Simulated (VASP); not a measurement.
# In2C (Fm-3m) in VASP: notebook

In2C is run at these levels: PBE; tasks: single point.

Everything below comes from runs of VASP 6.6.1. Logs are shortened: lines on timing, memory, paths and dates and some standing lists are left out, and cuts for length are marked.

**1. The cell of the first run**

The structure is cubic, space group Fm-3m (No. 225). The conventional cell has a = 6.169 Å, b = 6.169 Å, c = 6.169 Å, α = 90.00°, β = 90.00°, γ = 90.00°. In (site symmetry -43m) has 4 C at 2.67 Å and 6 In at 3.08 Å within 3.5 Å. C (site symmetry m-3m) has 8 In at 2.67 Å within 3.5 Å.

The cell was built from a structure type or drawn by symmetry, and may not be a known phase.

**2. Single point, PBE**

The input, INCAR:

```
ALGO = Normal
EDIFF = 1E-6
ENCUT = 520
GGA = PE
ISIF = 2
ISMEAR = 0
LASPH = True
LCHARG = False
LREAL = False
LWAVE = False
NBANDS = 22
NELM = 100
PREC = Accurate
SIGMA = 0.1
```

The input, KPOINTS:

```
k-points
0
Gamma
  4 4 4
```

The input, POSCAR:

```
In2C
1.0
    0.0000000000      3.0846020111      3.0846020111
    3.0846020111      0.0000000000      3.0846020111
    3.0846020111      3.0846020111      0.0000000000
In C
2 1
Direct
    0.2500000000      0.2500000000      0.2500000000
    0.7500000000      0.7500000000      0.7500000000
    0.0000000000      0.0000000000      0.0000000000
```

Potentials or basis: VASP PAW PBE potentials, release 64 (In_d, C).

Launch:

```bash
> cat potpaw_PBE.64/In_d/POTCAR potpaw_PBE.64/C/POTCAR > POTCAR
> mpirun -np 1 vasp_std > vasp.out
```

OUTCAR:

```text
EDIFF = 1E-6
   ENCUT = 520
   GGA = PE
   ISIF = 2
   ISMEAR = 0
   LASPH = True
   LREAL = False
   NELM = 100
   PREC = Accurate

 ion  position               nearest neighbor table
   1  0.250  0.250  0.250-   3 2.67   3 2.67   3 2.67   3 2.67   2 3.08   2 3.08   2 3.08   2 3.08
                             2 3.08   2 3.08
   2  0.750  0.750  0.750-   3 2.67   3 2.67   3 2.67   3 2.67   1 3.08   1 3.08   1 3.08   1 3.08
                             1 3.08   1 3.08
   3  0.000  0.000  0.000-   1 2.67   2 2.67   2 2.67   2 2.67   2 2.67   1 2.67   1 2.67   1 2.67

  LATTYP: Found a face centered cubic cell.
 ALAT       =     6.1692040222

  Lattice vectors:

 A1 = (   0.0000000000,   3.0846020111,   3.0846020111)
 A2 = (   3.0846020111,   0.0000000000,   3.0846020111)
 A3 = (   3.0846020111,   3.0846020111,   0.0000000000)

Analysis of symmetry for initial positions (statically):
=====================================================================
 Subroutine PRICEL returns:
 Original cell was already a primitive cell.

 Routine SETGRP: Setting up the symmetry group for a
 face centered cubic supercell.

 Subroutine GETGRP returns: Found 48 space group operations
 (whereof 48 operations were pure point group operations)
 out of a pool of 48 trial point group operations.

The static configuration has the point symmetry O_h .

Analysis of symmetry for dynamics (positions and initial velocities):
=====================================================================
 Subroutine PRICEL returns:
 Original cell was already a primitive cell.

 Routine SETGRP: Setting up the symmetry group for a
 face centered cubic supercell.

 Subroutine GETGRP returns: Found 48 space group operations
 (whereof 48 operations were pure point group operations)
 out of a pool of 48 trial point group operations.

The dynamic configuration has the point symmetry O_h .

 Subroutine INISYM returns: Found 48 space group operations
 (whereof 48 operations are pure point group operations),
 and found     1 'primitive' translations

----------------------------------------------------------------------------------------

                                     Primitive cell

  volume of cell :      58.6986

  direct lattice vectors                    reciprocal lattice vectors
     0.000000000  3.084602011  3.084602011    -0.162095466  0.162095466  0.162095466
     3.084602011  0.000000000  3.084602011     0.162095466 -0.162095466  0.162095466
     3.084602011  3.084602011  0.000000000     0.162095466  0.162095466 -0.162095466

  length of vectors
     4.362285999  4.362285999  4.362285999     0.280757583  0.280757583  0.280757583

  position of ions in fractional coordinates (direct lattice)
     0.250000000  0.250000000  0.250000000
     0.750000000  0.750000000  0.750000000
     0.000000000  0.000000000  0.000000000

  ion indices of the primitive-cell ions
   primitive index   ion index
                 1           1
                 2           2
                 3           3

----------------------------------------------------------------------------------------

 KPOINTS: k-points

Automatic generation of k-mesh.
 Grid dimensions read from file:
 generate k-points for:    4    4    4

 Generating k-lattice:

  Cartesian coordinates                     Fractional coordinates (reciprocal lattice)
    -0.040523866  0.040523866  0.040523866     0.250000000  0.000000000  0.000000000
     0.040523866 -0.040523866  0.040523866     0.000000000  0.250000000  0.000000000
     0.040523866  0.040523866 -0.040523866     0.000000000  0.000000000  0.250000000

  Length of vectors
     0.070189396  0.070189396  0.070189396

  Shift w.r.t. Gamma in fractional coordinates (k-lattice)
     0.000000000  0.000000000  0.000000000

 Subroutine IBZKPT returns following result:
 ===========================================

 Found      8 irreducible k-points:

 Following reciprocal coordinates:
            Coordinates               Weight
  0.000000  0.000000  0.000000      1.000000
  0.250000  0.000000  0.000000      8.000000
  0.500000  0.000000  0.000000      4.000000
  0.250000  0.250000  0.000000      6.000000
  0.500000  0.250000  0.000000     24.000000
 -0.250000  0.250000  0.000000     12.000000
  0.500000  0.500000  0.000000      3.000000
 -0.250000  0.500000  0.250000      6.000000
   k-points           NKPTS =      8   k-points in BZ     NKDIM =      8   number of bands    NBANDS=     22
   number of dos      NEDOS =    301   number of ions     NIONS =      3
   total plane-waves  NPLWV =  32768
   dimension x,y,z NGX =    32 NGY =   32 NGZ =   32
   dimension x,y,z NGXF=    64 NGYF=   64 NGZF=   64
   ions per type =               2   1
   NGX,Y,Z   is equivalent  to a cutoff of  12.20, 12.20, 12.20 a.u.
   NGXF,Y,Z  is equivalent  to a cutoff of  24.39, 24.39, 24.39 a.u.
 SYSTEM =  unknown system
   PREC   = accura    normal or accurate (medium, high low for compatibility)
   ISTART =      0    job   : 0-new  1-cont  2-samecut
   ICHARG =      2    charge: 1-file 2-atom 10-const
   ISPIN  =      1    spin polarized calculation?
   LNONCOLLINEAR =      F non collinear calculations
   LSORBIT =      F    spin-orbit coupling
   LASPH  =      T    aspherical Exc in radial PAW
   ENCUT  =  520.0 eV  38.22 Ry    6.18 a.u.   8.11  8.11  8.11*2*pi/ulx,y,z
   NELM   =    100;   NELMIN=  2; NELMDL= -5     # of ELM steps
   EDIFF  = 0.1E-05   stopping-criterion for ELM
   LREAL  =      F    real-space projection
   EDIFFG = 0.1E-04   stopping-criterion for IOM
   NSW    =      0    number of steps for IOM
   IBRION =     -1    ionic relax: 0-MD 1-quasi-New 2-CG
   NFREE  =      0    steps in history (QN), initial steepest desc. (CG)
   ISIF   =      2    stress and relaxation
   ISYM   =      2    0-nonsym 1-usesym 2-fastsym
   POTIM  = 0.5000    time-step for ionic-motion
   TEBEG  =    0.0;   TEEND  =   0.0 temperature during run
   PSTRESS=    0.0 pullay stress
   NELECT =      30.0000    total number of electrons
   NUPDOWN=      -1.0000    fix difference up-down
   EMIN   =  10.00;   EMAX   =-10.00  energy-range for DOS
   EFERMI =   0.00;   METHOD = LEGACY
   ISMEAR =     0;   SIGMA  =   0.10  broadening in eV -4-tet -1-fermi 0-gaus
   EFERMI_NEDOS =   21; number of points for ismear=-14 and -15
   IALGO  =     38    algorithm
   IMIX   =      4    mixing-type and parameters
     AMIX     =   0.40;   BMIX     =  1.00
     AMIX_MAG =   1.60;   BMIX_MAG =  1.00
  volume/ion in A,a.u.               =      19.57       132.04
  Fermi-wavevector in a.u.,A,eV,Ry     =   1.308899  2.473460 23.309724  1.713216
  Thomas-Fermi vector in A             =   2.439534
   LORBIT       =      0    0 simple, 1 ext, 2 COOP (PROOUT), +10 PAW based schemes
   GGA     = PE    functional components
   LHFCALC =     F    Hartree Fock is set to
   AEXX    =    0.0000 exact exchange contribution
   IVDW    =     0    specifies the selected vdW correction
   LEPSILON=     F    determine dielectric tensor
   LRPA    =     F    only Hartree local field effects (RPA)
 non-spin polarized calculation
 Gauss-broadening in eV      SIGMA  =   0.10
  energy-cutoff  :      520.00
  volume of cell :       58.70
 maximum number of plane-waves:      1604
   NGX = 17   NGY = 17   NGZ = 17

 number of electron      30.0000016 magnetization

 Free energy of the ion-electron system (eV)
  ---------------------------------------------------
  ext. energy  EPLUGINS =         0.00000000
  ---------------------------------------------------
  free energy    TOTEN  =       -10.89185674 eV

  energy without entropy =      -10.88656746  energy(sigma->0) =      -10.88921210

 E-fermi :   7.3114     XC(G=0): -10.5512

 val. band max:        6.7711767740   @ k =  -0.2500   0.2500   0.0000
 cond. band min:       7.3113697337   @ k =   0.2500   0.2500   0.0000
 fundamental gap:      0.5401929597
 Fermi energy:         7.3113697337

 k-point     1 :       0.0000    0.0000    0.0000
  band No.  band energies     occupation
      1      -7.5132      2.00000
      2      -7.5132      2.00000
      3      -7.3164      2.00000
      4      -7.3164      2.00000
      5      -7.3164      2.00000
      6      -6.8446      2.00000
[... 14 lines left out ...]
     21      14.3220      0.00000
     22      14.3220      0.00000

 k-point     2 :       0.2500    0.0000    0.0000
  band No.  band energies     occupation
      1      -7.3989      2.00000
      2      -7.3989      2.00000
      3      -7.2918      2.00000
      4      -7.2359      2.00000
      5      -7.2359      2.00000
      6      -6.9179      2.00000
[... 14 lines left out ...]
     21      13.3399      0.00000
     22      14.9218      0.00000

 k-point     3 :       0.5000    0.0000    0.0000
  band No.  band energies     occupation
      1      -7.2084      2.00000
      2      -7.1253      2.00000
      3      -7.1253      2.00000
      4      -7.1047      2.00000
      5      -7.1047      2.00000
      6      -7.0546      2.00000
[... 14 lines left out ...]
     21      14.1166      0.00000
     22      15.2986      0.00000

 k-point     4 :       0.2500    0.2500    0.0000
  band No.  band energies     occupation
      1      -7.4900      2.00000
      2      -7.3991      2.00000
      3      -7.2850      2.00000
      4      -7.1678      2.00000
      5      -7.1678      2.00000
      6      -6.9515      2.00000
[... 14 lines left out ...]
     21      16.2541      0.00000
     22      16.2541      0.00000

 k-point     5 :       0.5000    0.2500    0.0000
  band No.  band energies     occupation
      1      -7.3665      2.00000
      2      -7.3620      2.00000
      3      -7.2026      2.00000
      4      -7.0838      2.00000
      5      -7.0640      2.00000
      6      -7.0604      2.00000
[... 14 lines left out ...]
     21      15.3216      0.00000
     22      16.7415      0.00000

 k-point     6 :      -0.2500    0.2500    0.0000
  band No.  band energies     occupation
      1      -7.3751      2.00000
      2      -7.2879      2.00000
      3      -7.1840      2.00000
      4      -7.1179      2.00000
      5      -7.0876      2.00000
      6      -7.0824      2.00000
[... 14 lines left out ...]
     21      14.8057      0.00000
     22      16.9323      0.00000

 k-point     7 :       0.5000    0.5000    0.0000
  band No.  band energies     occupation
      1      -7.4722      2.00000
      2      -7.4667      2.00000
      3      -7.2537      2.00000
      4      -7.0677      2.00000
      5      -7.0480      2.00000
      6      -7.0480      2.00000
[... 14 lines left out ...]
     21      16.7736      0.00000
     22      16.7736      0.00000

 k-point     8 :      -0.2500    0.5000    0.2500
  band No.  band energies     occupation
      1      -7.3482      2.00000
      2      -7.3286      2.00000
      3      -7.3286      2.00000
      4      -7.1936      2.00000
      5      -7.0288      2.00000
      6      -7.0288      2.00000
[... 14 lines left out ...]
     21      17.4747      0.00000
     22      17.7405      0.00000

------------------------ aborting loop because EDIFF is reached ----------------------------------------

  FORCE on cell =-STRESS in cart. coord.  units (eV):
  Direction    XX          YY          ZZ          XY          YZ          ZX
  --------------------------------------------------------------------------------------
  -------------------------------------------------------------------------------------
  Total       -0.0402371     -0.0402371     -0.0402371      0.0000000      0.0000000      0.0000000
  in kB       -1.0982731     -1.0982731     -1.0982731      0.0000000      0.0000000      0.0000000
  external PRESSURE =      -1.0982731 kB  Pullay stress =       0.0000000 kB

 VOLUME and BASIS-vectors are now :
 -----------------------------------------------------------------------------
  energy-cutoff  :      520.00
  volume of cell :       58.70
      direct lattice vectors                 reciprocal lattice vectors
     0.000000000  3.084602011  3.084602011    -0.162095466  0.162095466  0.162095466
     3.084602011  0.000000000  3.084602011     0.162095466 -0.162095466  0.162095466
     3.084602011  3.084602011  0.000000000     0.162095466  0.162095466 -0.162095466

 POSITION                                       TOTAL-FORCE (eV/Angst)
 -----------------------------------------------------------------------------------
      1.54230      1.54230      1.54230        -0.000000     -0.000000     -0.000000
      4.62690      4.62690      4.62690         0.000000      0.000000      0.000000
      0.00000      0.00000      0.00000        -0.000000      0.000000     -0.000000
 -----------------------------------------------------------------------------------
    total drift:                               -0.000000     -0.000000      0.000000

  FREE ENERGIE OF THE ION-ELECTRON SYSTEM (eV)
  ---------------------------------------------------
  free  energy   TOTEN  =       -10.8918567391 eV

  energy  without entropy=      -10.8865674618  energy(sigma->0) =      -10.88921210
```

Run time: 12 s. Hardware: 1 thread of AMD EPYC 7R43 (Zen 3), shared host; peak memory 0.14 GiB.

Results:

* Free energy: -10.8919 eV
* Pressure: -0.1 GPa
* Band gap on the k mesh: zero (bands 15 and 16 overlap by 2.40 eV)

Caveat: the k points lie up to 0.44 Å⁻¹ apart, too coarse for converged energies and pressures of a metal; spin-orbit coupling is left out, which moves the levels of the heavy elements.

[end of part 1 of 2]
